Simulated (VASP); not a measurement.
# KZnF3 (Pm-3m) in VASP: a series of runs

KZnF3 is run at these levels: LDA; tasks: single point.

All numbers are computed with VASP 6.6.1; they aren't measurements. Logs are shortened: lines on timing, memory, paths and dates and some standing lists are left out, and cuts for length are marked.

## 1. The cell of the first run

The structure is cubic, space group Pm-3m (No. 221). Conventional cell: a = 4.050 Å, b = 4.050 Å, c = 4.050 Å, α = 90.00°, β = 90.00°, γ = 90.00°. K (site symmetry m-3m) has 12 F at 2.86 Å and 8 Zn at 3.51 Å within 3.8 Å. Within 2.7 Å of Zn (site symmetry m-3m) lie 6 F at 2.02 Å. F (site symmetry 4/mmm) has 2 Zn at 2.02 Å within 2.7 Å.

## 2. Single point, LDA

Contents of INCAR:

```
SYSTEM = KZnF3
ALGO     = Normal         ! electronic algorithm
EDIFF    = 1E-7           ! SCF threshold, eV
ENCUT    = 520            ! plane-wave cutoff, eV
ISIF     = 2              ! what is computed and relaxed
ISMEAR   = 0              ! smearing method
LASPH    = .TRUE.         ! aspherical terms in the spheres
LCHARG   = .FALSE.        ! write CHGCAR
LREAL    = .FALSE.        ! projectors in reciprocal space
LWAVE    = .FALSE.        ! write WAVECAR
NBANDS   = 29             ! bands
NELM     = 100            ! most SCF steps
PREC     = Accurate       ! precision mode
SIGMA    = 0.05           ! smearing width, eV
```

Contents of KPOINTS:

```
k-points
0
G
  6 6 6
  0 0 0
```

Contents of POSCAR:

```
KZnF3
1.0
    4.0500000000      0.0000000000      0.0000000000
    0.0000000000      4.0500000000      0.0000000000
    0.0000000000      0.0000000000      4.0500000000
K Zn F
1 1 3
Direct
    0.0000000000      0.0000000000      0.0000000000
    0.5000000000      0.5000000000      0.5000000000
    0.5000000000      0.5000000000      0.0000000000
    0.0000000000      0.5000000000      0.5000000000
    0.5000000000      0.0000000000      0.5000000000
```

Potentials or basis: VASP PAW LDA potentials, release 64 (K_sv, Zn, F).

On the command line:

```bash
$ cat potpaw_LDA.64/K_sv/POTCAR potpaw_LDA.64/Zn/POTCAR potpaw_LDA.64/F/POTCAR > POTCAR
$ mpirun -np 1 vasp_std > vasp.out
```

OUTCAR:

```text
SYSTEM = KZnF3
   EDIFF = 1E-7
   ENCUT = 520
   ISIF = 2
   ISMEAR = 0
   LASPH = .TRUE.
   LREAL = .FALSE.
   NELM = 100
   PREC = Accurate

 ion  position               nearest neighbor table
   1  0.000  0.000  0.000-
   2  0.500  0.500  0.500-   3 2.02   4 2.02   5 2.02   3 2.02   5 2.02   4 2.02
   3  0.500  0.500  0.000-   2 2.02   2 2.02
   4  0.000  0.500  0.500-   2 2.02   2 2.02
   5  0.500  0.000  0.500-   2 2.02   2 2.02

  LATTYP: Found a simple cubic cell.
 ALAT       =     4.0500000000

  Lattice vectors:

 A1 = (   4.0500000000,   0.0000000000,   0.0000000000)
 A2 = (   0.0000000000,   4.0500000000,   0.0000000000)
 A3 = (   0.0000000000,   0.0000000000,   4.0500000000)

Analysis of symmetry for initial positions (statically):
=====================================================================
 Subroutine PRICEL returns:
 Original cell was already a primitive cell.

 Routine SETGRP: Setting up the symmetry group for a
 simple cubic supercell.

 Subroutine GETGRP returns: Found 48 space group operations
 (whereof 48 operations were pure point group operations)
 out of a pool of 48 trial point group operations.

The static configuration has the point symmetry O_h .

Analysis of symmetry for dynamics (positions and initial velocities):
=====================================================================
 Subroutine PRICEL returns:
 Original cell was already a primitive cell.

 Routine SETGRP: Setting up the symmetry group for a
 simple cubic supercell.

 Subroutine GETGRP returns: Found 48 space group operations
 (whereof 48 operations were pure point group operations)
 out of a pool of 48 trial point group operations.

The dynamic configuration has the point symmetry O_h .

 Subroutine INISYM returns: Found 48 space group operations
 (whereof 48 operations are pure point group operations),
 and found     1 'primitive' translations

----------------------------------------------------------------------------------------

                                     Primitive cell

  volume of cell :      66.4301

  direct lattice vectors                    reciprocal lattice vectors
     4.050000000  0.000000000  0.000000000     0.246913580  0.000000000  0.000000000
     0.000000000  4.050000000  0.000000000     0.000000000  0.246913580  0.000000000
     0.000000000  0.000000000  4.050000000     0.000000000  0.000000000  0.246913580

  length of vectors
     4.050000000  4.050000000  4.050000000     0.246913580  0.246913580  0.246913580

  position of ions in fractional coordinates (direct lattice)
     0.000000000  0.000000000  0.000000000
     0.500000000  0.500000000  0.500000000
     0.500000000  0.500000000  0.000000000
     0.000000000  0.500000000  0.500000000
     0.500000000  0.000000000  0.500000000

  ion indices of the primitive-cell ions
   primitive index   ion index
                 1           1
                 2           2
                 3           3
                 4           4
                 5           5

----------------------------------------------------------------------------------------

 KPOINTS: k-points

Automatic generation of k-mesh.
 Grid dimensions read from file:
 generate k-points for:    6    6    6

 Generating k-lattice:

  Cartesian coordinates                     Fractional coordinates (reciprocal lattice)
     0.041152263  0.000000000  0.000000000     0.166666667  0.000000000  0.000000000
     0.000000000  0.041152263  0.000000000     0.000000000  0.166666667  0.000000000
     0.000000000  0.000000000  0.041152263     0.000000000  0.000000000  0.166666667

  Length of vectors
     0.041152263  0.041152263  0.041152263

  Shift w.r.t. Gamma in fractional coordinates (k-lattice)
     0.000000000  0.000000000  0.000000000

 Subroutine IBZKPT returns following result:
 ===========================================

 Found     20 irreducible k-points:

 Following reciprocal coordinates:
            Coordinates               Weight
  0.000000  0.000000  0.000000      1.000000
  0.166667  0.000000  0.000000      6.000000
  0.333333  0.000000  0.000000      6.000000
  0.500000  0.000000  0.000000      3.000000
  0.166667  0.166667  0.000000     12.000000
  0.333333  0.166667  0.000000     24.000000
[... 12 lines left out ...]
  0.500000  0.500000  0.333333      6.000000
  0.500000  0.500000  0.500000      1.000000
   k-points           NKPTS =     20   k-points in BZ     NKDIM =     20   number of bands    NBANDS=     29
   number of dos      NEDOS =    301   number of ions     NIONS =      5
   total plane-waves  NPLWV =  27000
   dimension x,y,z NGX =    30 NGY =   30 NGZ =   30
   dimension x,y,z NGXF=    60 NGYF=   60 NGZF=   60
   ions per type =               1   1   3
   NGX,Y,Z   is equivalent  to a cutoff of  12.31, 12.31, 12.31 a.u.
   NGXF,Y,Z  is equivalent  to a cutoff of  24.63, 24.63, 24.63 a.u.
 SYSTEM =  KZnF3
   PREC   = accura    normal or accurate (medium, high low for compatibility)
   ISTART =      0    job   : 0-new  1-cont  2-samecut
   ICHARG =      2    charge: 1-file 2-atom 10-const
   ISPIN  =      1    spin polarized calculation?
   LNONCOLLINEAR =      F non collinear calculations
   LSORBIT =      F    spin-orbit coupling
   LASPH  =      T    aspherical Exc in radial PAW
   ENCUT  =  520.0 eV  38.22 Ry    6.18 a.u.   7.53  7.53  7.53*2*pi/ulx,y,z
   NELM   =    100;   NELMIN=  2; NELMDL= -5     # of ELM steps
   EDIFF  = 0.1E-06   stopping-criterion for ELM
   LREAL  =      F    real-space projection
   EDIFFG = 0.1E-05   stopping-criterion for IOM
   NSW    =      0    number of steps for IOM
   IBRION =     -1    ionic relax: 0-MD 1-quasi-New 2-CG
   NFREE  =      0    steps in history (QN), initial steepest desc. (CG)
   ISIF   =      2    stress and relaxation
   ISYM   =      2    0-nonsym 1-usesym 2-fastsym
   POTIM  = 0.5000    time-step for ionic-motion
   TEBEG  =    0.0;   TEEND  =   0.0 temperature during run
   PSTRESS=    0.0 pullay stress
   NELECT =      42.0000    total number of electrons
   NUPDOWN=      -1.0000    fix difference up-down
   EMIN   =  10.00;   EMAX   =-10.00  energy-range for DOS
   EFERMI =   0.00;   METHOD = LEGACY
   ISMEAR =     0;   SIGMA  =   0.05  broadening in eV -4-tet -1-fermi 0-gaus
   EFERMI_NEDOS =   21; number of points for ismear=-14 and -15
   IALGO  =     38    algorithm
   IMIX   =      4    mixing-type and parameters
     AMIX     =   0.40;   BMIX     =  1.00
     AMIX_MAG =   1.60;   BMIX_MAG =  1.00
  volume/ion in A,a.u.               =      13.29        89.66
  Fermi-wavevector in a.u.,A,eV,Ry     =   1.405086  2.655228 26.861528  1.974267
  Thomas-Fermi vector in A             =   2.527583
   LORBIT       =      0    0 simple, 1 ext, 2 COOP (PROOUT), +10 PAW based schemes
   GGA     = CA    functional components
   LHFCALC =     F    Hartree Fock is set to
   AEXX    =    0.0000 exact exchange contribution
   IVDW    =     0    specifies the selected vdW correction
   LEPSILON=     F    determine dielectric tensor
   LRPA    =     F    only Hartree local field effects (RPA)
 non-spin polarized calculation
 Gauss-broadening in eV      SIGMA  =   0.05
  energy-cutoff  :      520.00
  volume of cell :       66.43
 maximum number of plane-waves:      1811
   NGX = 15   NGY = 15   NGZ = 15

 number of electron      41.9999978 magnetization

 Free energy of the ion-electron system (eV)
  ---------------------------------------------------
  ext. energy  EPLUGINS =         0.00000000
  ---------------------------------------------------
  free energy    TOTEN  =       -23.06426460 eV

  energy without entropy =      -23.06426460  energy(sigma->0) =      -23.06426460

 E-fermi :  -0.9875     XC(G=0): -10.5965

 val. band max:       -1.2014865765   @ k =   0.5000   0.5000   0.5000
 cond. band min:       2.3919657492   @ k =   0.0000   0.0000   0.0000
 fundamental gap:      3.5934523257
 Fermi energy:        -0.9874625087

 k-point     1 :       0.0000    0.0000    0.0000
  band No.  band energies     occupation
      1     -27.7306      2.00000
      2     -22.3663      2.00000
      3     -21.6968      2.00000
      4     -21.6968      2.00000
      5     -11.4656      2.00000
      6     -11.4656      2.00000
[... 21 lines left out ...]
     28       9.7270      0.00000
     29      12.6516      0.00000

 k-point     2 :       0.1667    0.0000    0.0000
  band No.  band energies     occupation
      1     -27.7243      2.00000
      2     -22.3322      2.00000
      3     -21.7290      2.00000
      4     -21.6953      2.00000
      5     -11.4638      2.00000
      6     -11.4528      2.00000
[... 21 lines left out ...]
     28       9.8063      0.00000
     29      12.4503      0.00000

 k-point     3 :       0.3333    0.0000    0.0000
  band No.  band energies     occupation
      1     -27.7116      2.00000
      2     -22.2521      2.00000
      3     -21.8042      2.00000
      4     -21.6909      2.00000
      5     -11.4600      2.00000
      6     -11.4269      2.00000
[... 21 lines left out ...]
     28       9.9803      0.00000
     29      12.0690      0.00000

 k-point     4 :       0.5000    0.0000    0.0000
  band No.  band energies     occupation
      1     -27.7052      2.00000
      2     -22.2010      2.00000
      3     -21.8535      2.00000
      4     -21.6890      2.00000
      5     -11.4580      2.00000
      6     -11.4137      2.00000
[... 21 lines left out ...]
     28      10.7202      0.00000
     29      11.3071      0.00000

 k-point     5 :       0.1667    0.1667    0.0000
  band No.  band energies     occupation
      1     -27.7184      2.00000
      2     -22.2968      2.00000
      3     -21.7413      2.00000
      4     -21.7105      2.00000
      5     -11.4820      2.00000
      6     -11.4403      2.00000
[... 21 lines left out ...]
     28       9.8415      0.00000
     29      12.0396      0.00000
[... 382 lines left out ...]
     28      10.2331      0.00000
     29      11.6199      0.00000

 k-point    18 :       0.5000    0.3333    0.3333
  band No.  band energies     occupation
      1     -27.6814      2.00000
      2     -21.9428      2.00000
      3     -21.8592      2.00000
      4     -21.8121      2.00000
      5     -11.5936      2.00000
      6     -11.5878      2.00000
[... 21 lines left out ...]
     28      11.1577      0.00000
     29      11.2981      0.00000

 k-point    19 :       0.5000    0.5000    0.3333
  band No.  band energies     occupation
      1     -27.6779      2.00000
      2     -21.8735      2.00000
      3     -21.8568      2.00000
      4     -21.8568      2.00000
      5     -11.6186      2.00000
      6     -11.6186      2.00000
[... 21 lines left out ...]
     28      11.4384      0.00000
     29      11.5037      0.00000

 k-point    20 :       0.5000    0.5000    0.5000
  band No.  band energies     occupation
      1     -27.6748      2.00000
      2     -21.8515      2.00000
      3     -21.8515      2.00000
      4     -21.8515      2.00000
      5     -11.6455      2.00000
      6     -11.6455      2.00000
[... 21 lines left out ...]
     28      11.3617      0.00000
     29      11.9400      0.00000

------------------------ aborting loop because EDIFF is reached ----------------------------------------

  FORCE on cell =-STRESS in cart. coord.  units (eV):
  Direction    XX          YY          ZZ          XY          YZ          ZX
  --------------------------------------------------------------------------------------
  -------------------------------------------------------------------------------------
  Total       -1.8211609     -1.8211609     -1.8211609     -0.0000000     -0.0000000      0.0000000
  in kB      -43.9231868    -43.9231868    -43.9231868     -0.0000000     -0.0000000      0.0000000
  external PRESSURE =     -43.9231868 kB  Pullay stress =       0.0000000 kB

 VOLUME and BASIS-vectors are now :
 -----------------------------------------------------------------------------
  energy-cutoff  :      520.00
  volume of cell :       66.43
      direct lattice vectors                 reciprocal lattice vectors
     4.050000000  0.000000000  0.000000000     0.246913580  0.000000000  0.000000000
     0.000000000  4.050000000  0.000000000     0.000000000  0.246913580  0.000000000
     0.000000000  0.000000000  4.050000000     0.000000000  0.000000000  0.246913580

 POSITION                                       TOTAL-FORCE (eV/Angst)
 -----------------------------------------------------------------------------------
      0.00000      0.00000      0.00000         0.000000      0.000000      0.000000
      2.02500      2.02500      2.02500         0.000000      0.000000      0.000000
      2.02500      2.02500      0.00000         0.000000      0.000000      0.000000
      0.00000      2.02500      2.02500         0.000000      0.000000      0.000000
      2.02500      0.00000      2.02500         0.000000      0.000000      0.000000
 -----------------------------------------------------------------------------------
    total drift:                                0.000000      0.000000     -0.000000

  FREE ENERGIE OF THE ION-ELECTRON SYSTEM (eV)
  ---------------------------------------------------
  free  energy   TOTEN  =       -23.0642646026 eV

  energy  without entropy=      -23.0642646026  energy(sigma->0) =      -23.06426460
```

It took 54 s on 1 thread of Intel Xeon 8259CL, shared host; peak memory 0.17 GiB.

Results:

* Free energy: -23.0643 eV
* Pressure: -4.4 GPa
* Band gap on the k mesh: 3.59 eV (least direct gap 5.39 eV)

Levels at points of the mesh, in eV from the valence-band top:
| k point | band 18 | band 19 | band 20 | band 21 | band 22 | band 23 | band 24 | band 25 |
| --- | --- | --- | --- | --- | --- | --- | --- | --- |
| (0.00, 0.00, 0.00) | -2.01 | -1.80 | -1.80 | -1.80 | 3.59 | 8.47 | 8.47 | 9.06 |
| (0.50, 0.00, 0.00) | -1.98 | -1.67 | -1.67 | -1.63 | 6.40 | 8.04 | 9.47 | 10.96 |
| (0.50, 0.50, 0.00) | -1.77 | -1.77 | -1.44 | 0.00 | 7.88 | 9.89 | 9.89 | 9.92 |
| (0.50, 0.50, 0.50) | -1.42 | -1.42 | 0.00 | 0.00 | 8.22 | 8.22 | 8.22 | 10.04 |

Caveat: the cell stands under tension. A k mesh can miss the band edges.

## 3. Single point, LDA

Contents of INCAR:

```
PREC = Accurate
ENCUT = 520
EDIFF = 1E-7
ISMEAR = 0
SIGMA = 0.05
LREAL = F
LASPH = T
NELM = 60
ALGO = Normal
ISIF = 2
LWAVE = F
LCHARG = T
GGA = CA
LELF = T
LVHAR = T
NBANDS = 29
```

Contents of KPOINTS:

```
Automatic mesh
0
Gamma
  6 6 6
```

POSCAR is that of step 2.

Potentials or basis: VASP PAW LDA potentials, release 64 (K_sv, Zn, F).

On the command line:

```bash
$ cat potpaw_LDA.64/K_sv/POTCAR potpaw_LDA.64/Zn/POTCAR potpaw_LDA.64/F/POTCAR > POTCAR
$ mpirun -np 1 vasp_std > vasp.out
```

Run time: 54 s. Hardware: 1 thread of Intel Xeon 8259CL, shared host; peak memory 0.17 GiB.

The run converged. Its results:

```yaml
Free_energy: -23.0643 eV
Pressure: -4.4 GPa
Band_gap_on_the_k_mesh: 3.59 eV (least direct gap 5.39 eV)
```

Levels at points of the mesh, in eV from the valence-band top:
| k point | band 18 | band 19 | band 20 | band 21 | band 22 | band 23 | band 24 | band 25 |
| --- | --- | --- | --- | --- | --- | --- | --- | --- |
| (0.00, 0.00, 0.00) | -2.01 | -1.80 | -1.80 | -1.80 | 3.59 | 8.47 | 8.47 | 9.06 |
| (0.50, 0.00, 0.00) | -1.98 | -1.67 | -1.67 | -1.63 | 6.40 | 8.04 | 9.47 | 10.96 |
| (0.50, 0.50, 0.00) | -1.77 | -1.77 | -1.44 | 0.00 | 7.88 | 9.89 | 9.89 | 9.92 |
| (0.50, 0.50, 0.50) | -1.42 | -1.42 | 0.00 | 0.00 | 8.22 | 8.22 | 8.22 | 10.04 |

Caveat: the cell stands under tension. A k mesh can miss the band edges.
